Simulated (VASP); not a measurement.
# Al2P3 (P4/mmm) in VASP: further runs

Runs on Al2P3. Level: PBE. Tasks: single point, relaxation of cell and atoms.

Program: VASP 6.6.1. These are calculated values, not measurements. Logs are shortened: lines on timing, memory, paths and dates and some standing lists are left out, and cuts for length are marked.

## 1. The cell of the first run

The structure is tetragonal, space group P4/mmm (No. 123). Conventional cell: a = 4.656 Å, b = 4.656 Å, c = 4.769 Å, α = 90.00°, β = 90.00°, γ = 90.00°. Al (site symmetry mmm) has 4 P at 2.33 to 2.38 Å within 3.1 Å. P (site symmetry mmm) has 2 Al at 2.38 Å within 3.1 Å. P (site symmetry 4/mmm) has 4 Al at 2.33 Å within 3.1 Å.

## 2. Single point, PBE

Input file INCAR:

```
SYSTEM = Al2P3
ALGO = Normal ; EDIFF = 1E-6
ENCUT = 520 ; GGA = PE
ISIF = 2 ; ISMEAR = 0
LASPH = .TRUE. ; LCHARG = .FALSE.
LREAL = .FALSE. ; LWAVE = .FALSE.
NBANDS = 18 ; NELM = 80
PREC = Accurate ; SIGMA = 0.1
```

Input file KPOINTS:

```
k-points
0
G
  8 8 8
  0 0 0
```

Input file POSCAR:

```
Al2P3
1.0
    4.6558741619      0.0000000000      0.0000000000
    0.0000000000      4.6558741619      0.0000000000
    0.0000000000      0.0000000000      4.7691693365
Al P
2 3
Direct
    0.5000000000      0.0000000000      0.0000000000
    0.0000000000      0.5000000000      0.0000000000
    0.5000000000      0.0000000000      0.5000000000
    0.0000000000      0.5000000000      0.5000000000
    0.0000000000      0.0000000000      0.0000000000
```

Potentials or basis: VASP PAW PBE potentials, release 64 (Al, P).

On the command line:

```
$ cat potpaw_PBE.64/Al/POTCAR potpaw_PBE.64/P/POTCAR > POTCAR
$ mpirun -np 1 vasp_std > vasp.out
```

OUTCAR:

```text
SYSTEM = Al2P3
   EDIFF = 1E-6
   ENCUT = 520
   GGA = PE
   ISIF = 2
   ISMEAR = 0
   LASPH = .TRUE.
   LREAL = .FALSE.
   NELM = 80
   PREC = Accurate

 ion  position               nearest neighbor table
   1  0.500  0.000  0.000-   5 2.33   5 2.33   3 2.38   3 2.38   2 3.29   2 3.29   2 3.29   2 3.29

   2  0.000  0.500  0.000-   5 2.33   5 2.33   4 2.38   4 2.38   1 3.29   1 3.29   1 3.29   1 3.29

   3  0.500  0.000  0.500-   1 2.38   1 2.38
   4  0.000  0.500  0.500-   2 2.38   2 2.38
   5  0.000  0.000  0.000-   1 2.33   2 2.33   2 2.33   1 2.33

  LATTYP: Found a simple tetragonal cell.
 ALAT       =     4.6558741619
 C/A-ratio  =     1.0243338137

  Lattice vectors:

 A1 = (   4.6558741619,   0.0000000000,   0.0000000000)
 A2 = (   0.0000000000,   4.6558741619,   0.0000000000)
 A3 = (   0.0000000000,   0.0000000000,   4.7691693365)

Analysis of symmetry for initial positions (statically):
=====================================================================
 Subroutine PRICEL returns:
 Original cell was already a primitive cell.

 Routine SETGRP: Setting up the symmetry group for a
 simple tetragonal supercell.

 Subroutine GETGRP returns: Found 16 space group operations
 (whereof 16 operations were pure point group operations)
 out of a pool of 16 trial point group operations.

The static configuration has the point symmetry D_4h.

Analysis of symmetry for dynamics (positions and initial velocities):
=====================================================================
 Subroutine PRICEL returns:
 Original cell was already a primitive cell.

 Routine SETGRP: Setting up the symmetry group for a
 simple tetragonal supercell.

 Subroutine GETGRP returns: Found 16 space group operations
 (whereof 16 operations were pure point group operations)
 out of a pool of 16 trial point group operations.

The dynamic configuration has the point symmetry D_4h.

 Subroutine INISYM returns: Found 16 space group operations
 (whereof 16 operations are pure point group operations),
 and found     1 'primitive' translations

----------------------------------------------------------------------------------------

                                     Primitive cell

  volume of cell :     103.3821

  direct lattice vectors                    reciprocal lattice vectors
     4.655874162  0.000000000  0.000000000     0.214782437  0.000000000  0.000000000
     0.000000000  4.655874162  0.000000000     0.000000000  0.214782437  0.000000000
     0.000000000  0.000000000  4.769169337     0.000000000  0.000000000  0.209680120

  length of vectors
     4.655874162  4.655874162  4.769169337     0.214782437  0.214782437  0.209680120

  position of ions in fractional coordinates (direct lattice)
     0.500000000  0.000000000  0.000000000
     0.000000000  0.500000000  0.000000000
     0.500000000  0.000000000  0.500000000
     0.000000000  0.500000000  0.500000000
     0.000000000  0.000000000  0.000000000

  ion indices of the primitive-cell ions
   primitive index   ion index
                 1           1
                 2           2
                 3           3
                 4           4
                 5           5

----------------------------------------------------------------------------------------

 KPOINTS: k-points

Automatic generation of k-mesh.
 Grid dimensions read from file:
 generate k-points for:    8    8    8

 Generating k-lattice:

  Cartesian coordinates                     Fractional coordinates (reciprocal lattice)
     0.026847805  0.000000000  0.000000000     0.125000000  0.000000000  0.000000000
     0.000000000  0.026847805  0.000000000     0.000000000  0.125000000  0.000000000
     0.000000000  0.000000000  0.026210015     0.000000000  0.000000000  0.125000000

  Length of vectors
     0.026847805  0.026847805  0.026210015

  Shift w.r.t. Gamma in fractional coordinates (k-lattice)
     0.000000000  0.000000000  0.000000000

 Subroutine IBZKPT returns following result:
 ===========================================

 Found     75 irreducible k-points:

 Following reciprocal coordinates:
            Coordinates               Weight
  0.000000  0.000000  0.000000      1.000000
  0.125000  0.000000  0.000000      4.000000
  0.250000  0.000000  0.000000      4.000000
  0.375000  0.000000  0.000000      4.000000
  0.500000  0.000000  0.000000      2.000000
  0.125000  0.125000  0.000000      4.000000
[... 16 lines left out ...]
  0.375000  0.125000  0.125000     16.000000
  0.500000  0.125000  0.125000      8.000000
 [... further k-points ...]
   k-points           NKPTS =     75   k-points in BZ     NKDIM =     75   number of bands    NBANDS=     18
   number of dos      NEDOS =    301   number of ions     NIONS =      5
   total plane-waves  NPLWV =  46656
   dimension x,y,z NGX =    36 NGY =   36 NGZ =   36
   dimension x,y,z NGXF=    72 NGYF=   72 NGZF=   72
   ions per type =               2   3
   NGX,Y,Z   is equivalent  to a cutoff of  12.85, 12.85, 12.55 a.u.
   NGXF,Y,Z  is equivalent  to a cutoff of  25.71, 25.71, 25.10 a.u.
 SYSTEM =  Al2P3
   PREC   = accura    normal or accurate (medium, high low for compatibility)
   ISTART =      0    job   : 0-new  1-cont  2-samecut
   ICHARG =      2    charge: 1-file 2-atom 10-const
   ISPIN  =      1    spin polarized calculation?
   LNONCOLLINEAR =      F non collinear calculations
   LSORBIT =      F    spin-orbit coupling
   LASPH  =      T    aspherical Exc in radial PAW
   ENCUT  =  520.0 eV  38.22 Ry    6.18 a.u.   8.66  8.66  8.87*2*pi/ulx,y,z
   NELM   =     80;   NELMIN=  2; NELMDL= -5     # of ELM steps
   EDIFF  = 0.1E-05   stopping-criterion for ELM
   LREAL  =      F    real-space projection
   EDIFFG = 0.1E-04   stopping-criterion for IOM
   NSW    =      0    number of steps for IOM
   IBRION =     -1    ionic relax: 0-MD 1-quasi-New 2-CG
   NFREE  =      0    steps in history (QN), initial steepest desc. (CG)
   ISIF   =      2    stress and relaxation
   ISYM   =      2    0-nonsym 1-usesym 2-fastsym
   POTIM  = 0.5000    time-step for ionic-motion
   TEBEG  =    0.0;   TEEND  =   0.0 temperature during run
   PSTRESS=    0.0 pullay stress
   NELECT =      21.0000    total number of electrons
   NUPDOWN=      -1.0000    fix difference up-down
   EMIN   =  10.00;   EMAX   =-10.00  energy-range for DOS
   EFERMI =   0.00;   METHOD = LEGACY
   ISMEAR =     0;   SIGMA  =   0.10  broadening in eV -4-tet -1-fermi 0-gaus
   EFERMI_NEDOS =   21; number of points for ismear=-14 and -15
   IALGO  =     38    algorithm
   IMIX   =      4    mixing-type and parameters
     AMIX     =   0.40;   BMIX     =  1.00
     AMIX_MAG =   1.60;   BMIX_MAG =  1.00
  volume/ion in A,a.u.               =      20.68       139.53
  Fermi-wavevector in a.u.,A,eV,Ry     =   0.962350  1.818577 12.600583  0.926117
  Thomas-Fermi vector in A             =   2.091801
   LORBIT       =      0    0 simple, 1 ext, 2 COOP (PROOUT), +10 PAW based schemes
   GGA     = PE    functional components
   LHFCALC =     F    Hartree Fock is set to
   AEXX    =    0.0000 exact exchange contribution
   IVDW    =     0    specifies the selected vdW correction
   LEPSILON=     F    determine dielectric tensor
   LRPA    =     F    only Hartree local field effects (RPA)
 non-spin polarized calculation
 Gauss-broadening in eV      SIGMA  =   0.10
  energy-cutoff  :      520.00
  volume of cell :      103.38
 maximum number of plane-waves:      2824
 NGX is ok and might be reduce to    36
   NGX = 17   NGY = 17   NGZ = 17

 number of electron      21.0000004 magnetization

 Free energy of the ion-electron system (eV)
  ---------------------------------------------------
  ext. energy  EPLUGINS =         0.00000000
  ---------------------------------------------------
  free energy    TOTEN  =       -20.75608243 eV

  energy without entropy =      -20.74103230  energy(sigma->0) =      -20.74855737

 E-fermi :   5.2247     XC(G=0):  -9.4094

 val. band max:        5.2211107770   @ k =   0.5000   0.1250   0.2500
 cond. band min:       5.2351371735   @ k =   0.2500   0.0000   0.2500
 fundamental gap:      0.0140263965
 Fermi energy:         5.2246642015

 k-point     1 :       0.0000    0.0000    0.0000
  band No.  band energies     occupation
      1      -7.6458      2.00000
      2      -4.0704      2.00000
      3      -3.9615      2.00000
      4      -0.0773      2.00000
      5       0.0754      2.00000
      6       0.0754      2.00000
[... 10 lines left out ...]
     17       9.1103      0.00000
     18       9.9106      0.00000

 k-point     2 :       0.1250    0.0000    0.0000
  band No.  band energies     occupation
      1      -7.5726      2.00000
      2      -4.2005      2.00000
      3      -4.0066      2.00000
      4      -0.0016      2.00000
      5       0.1039      2.00000
      6       0.1276      2.00000
[... 10 lines left out ...]
     17       9.5688      0.00000
     18       9.9949      0.00000

 k-point     3 :       0.2500    0.0000    0.0000
  band No.  band energies     occupation
      1      -7.3660      2.00000
      2      -4.6735      2.00000
      3      -3.9542      2.00000
      4       0.1612      2.00000
      5       0.2181      2.00000
      6       0.2659      2.00000
[... 10 lines left out ...]
     17       9.6220      0.00000
     18      10.4499      0.00000

 k-point     4 :       0.3750    0.0000    0.0000
  band No.  band energies     occupation
      1      -7.0844      2.00000
      2      -5.1963      2.00000
      3      -3.8908      2.00000
      4       0.1997      2.00000
      5       0.4278      2.00000
      6       0.5480      2.00000
[... 375 lines left out ...]
      4      -0.5110      2.00000
      5       0.2831      2.00000
      6       0.9196      2.00000
[... 10 lines left out ...]
     17      10.2077      0.00000
     18      10.9525      0.00000

 k-point    23 :       0.3750    0.1250    0.1250
  band No.  band energies     occupation
      1      -6.9401      2.00000
      2      -5.1174      2.00000
      3      -4.1460      2.00000
      4      -0.4925      2.00000
      5       0.1830      2.00000
      6       1.1356      2.00000
[... 10 lines left out ...]
     17      10.4834      0.00000
     18      11.1890      0.00000

 k-point    24 :       0.5000    0.1250    0.1250
  band No.  band energies     occupation
      1      -6.7781      2.00000
      2      -5.3586      2.00000
      3      -4.1135      2.00000
      4      -0.4542      2.00000
      5       0.1141      2.00000
      6       1.2363      2.00000
[... 10 lines left out ...]
     17       9.9802      0.00000
     18      10.9126      0.00000

 [... further k-points ...]

------------------------ aborting loop because EDIFF is reached ----------------------------------------

  FORCE on cell =-STRESS in cart. coord.  units (eV):
  Direction    XX          YY          ZZ          XY          YZ          ZX
  --------------------------------------------------------------------------------------
  -------------------------------------------------------------------------------------
  Total       -0.0315522     -0.0315522     -0.0501846      0.0000000      0.0000000      0.0000000
  in kB       -0.4889843     -0.4889843     -0.7777421      0.0000000      0.0000000      0.0000000
  external PRESSURE =      -0.5852369 kB  Pullay stress =       0.0000000 kB

 VOLUME and BASIS-vectors are now :
 -----------------------------------------------------------------------------
  energy-cutoff  :      520.00
  volume of cell :      103.38
      direct lattice vectors                 reciprocal lattice vectors
     4.655874162  0.000000000  0.000000000     0.214782437  0.000000000  0.000000000
     0.000000000  4.655874162  0.000000000     0.000000000  0.214782437  0.000000000
     0.000000000  0.000000000  4.769169337     0.000000000  0.000000000  0.209680120

 POSITION                                       TOTAL-FORCE (eV/Angst)
 -----------------------------------------------------------------------------------
      2.32794      0.00000      0.00000         0.000000      0.000000      0.000000
      0.00000      2.32794      0.00000         0.000000      0.000000      0.000000
      2.32794      0.00000      2.38458         0.000000      0.000000      0.000000
      0.00000      2.32794      2.38458         0.000000      0.000000      0.000000
      0.00000      0.00000      0.00000         0.000000      0.000000      0.000000
 -----------------------------------------------------------------------------------
    total drift:                               -0.000000     -0.000000      0.000000

  FREE ENERGIE OF THE ION-ELECTRON SYSTEM (eV)
  ---------------------------------------------------
  free  energy   TOTEN  =       -20.7560824334 eV

  energy  without entropy=      -20.7410322991  energy(sigma->0) =      -20.74855737
```

It took 34 s on 1 thread of Intel Xeon 6975P-C (Granite Rapids), shared host; peak memory 0.26 GiB.

What came out:

* Free energy: -20.7561 eV
* Pressure: -0.1 GPa

## 3. Relaxation of cell and atoms, PBE

This run uses another cell than the first one, of 20.54 Å³/atom, 0.994 times its volume.

Input file INCAR:

```
PREC = Accurate
ENCUT = 600
EDIFF = 1E-7
ISMEAR = 0
SIGMA = 0.1
LREAL = F
LASPH = T
NELM = 100
ALGO = Normal
ISIF = 3
LWAVE = F
LCHARG = F
GGA = PE
IBRION = 2
NSW = 100
EDIFFG = -0.01
```

Input file KPOINTS:

```
regular mesh
0
Gamma
  8 8 8
```

POSCAR, as its differences from that of step 2:

```diff
@@ -2,5 +2,5 @@
 1.0
-    4.6558741619      0.0000000000      0.0000000000
-    0.0000000000      4.6558741619      0.0000000000
-    0.0000000000      0.0000000000      4.7691693365
+    4.6390668289      0.0000000000      0.0000000000
+    0.0000000000      4.6390668289      0.0000000000
+    0.0000000000      0.0000000000      4.7726316958
 Al P
```

Potentials or basis: VASP PAW PBE potentials, release 64 (Al, P).

On the command line:

```
$ cat potpaw_PBE.64/Al/POTCAR potpaw_PBE.64/P/POTCAR > POTCAR
$ mpirun -np 1 vasp_std > vasp.out
```

Run time: 1.7 min. Hardware: 1 thread of Intel Xeon 6975P-C (Granite Rapids), shared host; peak memory 0.31 GiB.

It converged, with:

```
Free energy                            : -20.7565 eV
Relaxed volume                         : 20.66 Å³/atom
Relaxed cell                           : a = 4.655 Å, b = 4.655 Å, c = 4.767 Å, α = 90.00°, β = 90.00°, γ = 90.00°
Space group after relaxing (to 0.05 Å) : P4/mmm (No. 123)
Energy gained by relaxing              : 0.2 meV/atom
Ionic steps                            : 4
Pressure after relaxing                : 0.0 GPa
```

The path:
```
step  energy change (eV)  largest force (eV/Å)  pressure (GPa)  volume (Å³)
   1              0.0000                0.0000            0.28       102.71
   2             -0.0007                0.0000           -0.01       103.24
   3             -0.0008                0.0000           -0.07       103.36
   4             -0.0008                0.0000            0.00       103.31
```

Final structure:
```xyz
5
Lattice="4.6551 0.0000 0.0000 0.0000 4.6551 0.0000 0.0000 0.0000 4.7674" Properties=species:S:1:pos:R:3 pbc="T T T"
Al    2.3276    0.0000    0.0000
Al    0.0000    2.3276    0.0000
P     2.3276    0.0000    2.3837
P     4.6551    2.3276    2.3837
P     4.6551    0.0000    0.0000
```

Levels at points of the mesh, in eV from the Fermi level:
```csv
k point,band 8,band 9,band 10,band 11,band 12,band 13
"(0.00, 0.00, 0.00)",-1.69,-1.12,-1.12,-0.03,0.88,1.08
"(0.50, 0.00, 0.00)",-1.77,-1.75,-1.60,-0.09,0.21,0.68
"(0.50, 0.50, 0.00)",-3.63,-2.61,-2.14,0.53,1.21,1.77
"(0.00, 0.00, 0.50)",-2.55,-2.55,-1.22,1.16,1.16,1.66
"(0.50, 0.00, 0.50)",-1.39,-1.10,-1.00,-0.46,0.70,1.17
"(0.50, 0.50, 0.50)",-2.31,-0.32,-0.32,1.57,1.80,1.98
```
